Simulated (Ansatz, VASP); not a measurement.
**Os in VASP and in Ansatz**

Contents of POSCAR:

```
Os
1.0
    0.0000000000      1.9125401025      1.9125401025
    1.9125401025      0.0000000000      1.9125401025
    1.9125401025      1.9125401025      0.0000000000
Os
1
Direct
    0.0000000000      0.0000000000      0.0000000000
```

The input INCAR.step1:

```
SYSTEM = Os
ALGO = Normal
EDIFF = 1E-4
ENCUT = 600
GGA = PE
ISMEAR = -1
LASPH = .TRUE.
LCHARG = .FALSE.
LREAL = .FALSE.
LWAVE = .TRUE.
NELM = 80
PREC = Accurate
SIGMA = 0.1
```

Contents of INCAR.step2:

```
SYSTEM = Os
ALGO = Normal
EDIFF = 1E-6
EDIFFG = -0.01
ENCUT = 600
IBRION = 2
ISIF = 3
ISMEAR = -1
ISTART = 1
LASPH = .TRUE.
LCHARG = .FALSE.
LMIXTAU = .TRUE.
LREAL = .FALSE.
LWAVE = .FALSE.
METAGGA = R2SCAN
NELM = 80
NSW = 80
PREC = Accurate
SIGMA = 0.1
```

The input KPOINTS:

```
k-points
0
G
  14 14 14
  0 0 0
```

Input for Ansatz:

```yaml
crystal:
  lattice:
    - [0.0, 1.9125401025, 1.9125401025]
    - [1.9125401025, 0.0, 1.9125401025]
    - [1.9125401025, 1.9125401025, 0.0]
  atoms:
    - { symbol: Os, position: [0.0, 0.0, 0.0] }
hamiltonian:
  xc: r2scan
  pseudopotentials:
    kind: paw
    azcp:
      Os: "pseudopotentials/Os.paw.azcp"
basis:
  ecutwfc: 500
  fft_grid_basis: typed
kpoints:
  mp_grid: { grid: [14, 14, 14], shift: [0, 0, 0] }
magnetization:
  spin_polarized: false
scf:
  occupations: { method: fermi_dirac, width: 0.1 }
relax:
  max_steps: 60
  f_tol: 0.01
  cell: {}
```

Alike in both runs: task relaxation of cell and atoms; functional r2SCAN; k mesh 14 × 14 × 14; occupations fermi-dirac, width 0.1 eV; no spin polarisation.

```csv
,VASP,Ansatz
version,VASP 6.6.1,Ansatz 0.2.0
potentials or method,"VASP PAW PBE potentials, release 64 (Os), cutoff 600 eV","plane waves (500 eV) with PAW, scalar-relativistic"
valence electrons in the cell,8,16
```

|  | VASP | Ansatz | Ansatz less VASP |
| --- | --- | --- | --- |
| relaxed volume (Å³/atom) | 14.12 | 14.08 | -0.039 |
| relaxed cell length with the largest relative difference (Å) | 2.713 | 2.711 | -0.0025 |

VASP's potentials were made for PBE, not for r2SCAN. VASP's potentials hold 8 valence electrons a cell and Ansatz's 16, so a difference there can come from the potentials and not from the codes.

Spin-orbit coupling is off throughout.
